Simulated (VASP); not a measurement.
Wanted: the native input for a VASP 6.6.1 run.

```
Task                   : single point
Functional             : BLYP
Potentials or basis    : VASP PAW PBE potentials, release 64 (K_sv)
Cutoff                 : 520 eV
k mesh                 : 9 × 9 × 5
Occupations            : fermi-dirac, width 0.1 eV
Spin                   : no spin polarisation
Dipole correction      : no
Further INCAR settings : ALGO = Normal; EDIFF = 1e-07; NBANDS = 16
```

The structure of K lies in POSCAR:

```
K
1.0
    4.8833885814      0.0000000000      0.0000000000
   -2.4416942907      4.2291385680      0.0000000000
    0.0000000000      0.0000000000      7.9411080753
K
2
Direct
    0.3333333333      0.6666666667      0.2500000000
    0.6666666667      0.3333333333      0.7500000000
```

This isn't the form of K at room conditions, which is bcc.

One way to write it, as run:

INCAR

```
PREC     = Accurate       # precision mode
ENCUT    = 520            # plane-wave cutoff, eV
EDIFF    = 1E-7           # SCF threshold, eV
ISMEAR   = -1             # smearing method
SIGMA    = 0.1            # smearing width, eV
LREAL    = F              # projectors in reciprocal space
LASPH    = T              # aspherical terms in the spheres
NELM     = 100            # most SCF steps
ALGO     = Normal         # electronic algorithm
ISIF     = 2              # what is computed and relaxed
LWAVE    = F              # write WAVECAR
LCHARG   = F              # write CHGCAR
GGA      = B5             # functional
ALDAX    = 1.0          
AGGAX    = 1.0          
AGGAC    = 1.0          
ALDAC    = 0.0          
NBANDS   = 16             # bands
```

KPOINTS

```
regular mesh
0
Gamma
  9 9 5
```

Potentials or basis: VASP PAW PBE potentials, release 64 (K_sv).

Run with:

```console
$ cat potpaw_PBE.64/K_sv/POTCAR > POTCAR
$ mpirun -np 1 vasp_std > vasp.out
```

It gave:

```yaml
Pressure: -0.2 GPa
Band_gap_on_the_k_mesh: zero (bands 9 and 10 overlap by 2.19 eV)
```

Caveat: the PAW data sets were made with another functional, which shifts forces and pressure a little.

It took 60 s on 1 thread of Intel(R) Xeon(R) Platinum 8488C (Sapphire Rapids) (shared host), peak memory 0.27 GiB.
